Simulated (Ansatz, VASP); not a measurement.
## InSe in VASP and in Ansatz

The input INCAR:

```
PREC = Accurate
ENCUT = 520
EDIFF = 1E-8
ISMEAR = -1
SIGMA = 0.02
LREAL = F
LASPH = T
NELM = 100
ALGO = Normal
ISIF = 2
LWAVE = F
LCHARG = F
GGA = PS
LEFG = T
NBANDS = 27
```

KPOINTS

```
Automatic mesh
0
Gamma
  7 7 6
```

The input POSCAR:

```
InSe
1.0
    6.0439397569     -2.1166500000      0.0000000000
    6.0439397569      2.1166500000      0.0000000000
   -1.6473981671      0.0000000000      4.3236564064
In Se
2 2
Direct
    0.8840000000      0.8840000000      0.0050000000
    0.1160000000      0.1160000000      0.9950000000
    0.6600000000      0.6600000000      0.6420000000
    0.3400000000      0.3400000000      0.3580000000
```

Input for Ansatz:

```yaml
crystal:
  lattice:
    - [6.0439397569, -2.11665, 0.0]
    - [6.0439397569, 2.11665, 0.0]
    - [-1.6473981671, 0.0, 4.3236564064]
  atoms:
    - { symbol: In, position: [0.884, 0.884, 0.005] }
    - { symbol: In, position: [0.116, 0.116, 0.995] }
    - { symbol: Se, position: [0.66, 0.66, 0.642] }
    - { symbol: Se, position: [0.34, 0.34, 0.358] }
kpoints:
  mp_grid: { grid: [7, 7, 6] }
scf:
  occupations: { method: fermi_dirac, width: 0.02 }
hamiltonian:
  xc: pbesol
  pseudopotentials: { kind: all_electron, datasets: crystal }
output:
  forces: true
  stress: true
  eigenvalues: true
  efg: { contact_densities: true }
```

Change from the starting cell: equal xx and yy strain of +3 %, crystal datasets.

Alike in both runs: task electric field gradients; functional PBEsol; k mesh 7 × 7 × 6; occupations fermi-dirac, width 0.02 eV; no spin polarisation.

|  | VASP | Ansatz |
| --- | --- | --- |
| version | VASP 6.6.1 | Ansatz 0.2.0 |
| potentials or method | VASP PAW PBE potentials, release 64 (In_d, Se), cutoff 520 eV | all-electron PAW with datasets made for the crystal, scalar-relativistic |

```csv
,VASP,Ansatz,Ansatz less VASP
pressure (GPa),-3.3,-3.3,-0.04
"traceless stress, the component that is largest in VASP (GPa)",1.75,1.73,-0.018
rms of the force components (eV/Å),0.318,0.320,+0.0022
size of Vzz on the site where it differs most (V/Å²),85.2,89.2,+4.09
```

VASP's potentials were made for PBE, not for PBEsol. Atom by atom the forces differ by 0.008 eV/Å (rms over components). Ansatz ran all-electron here, and VASP with PAW potentials.
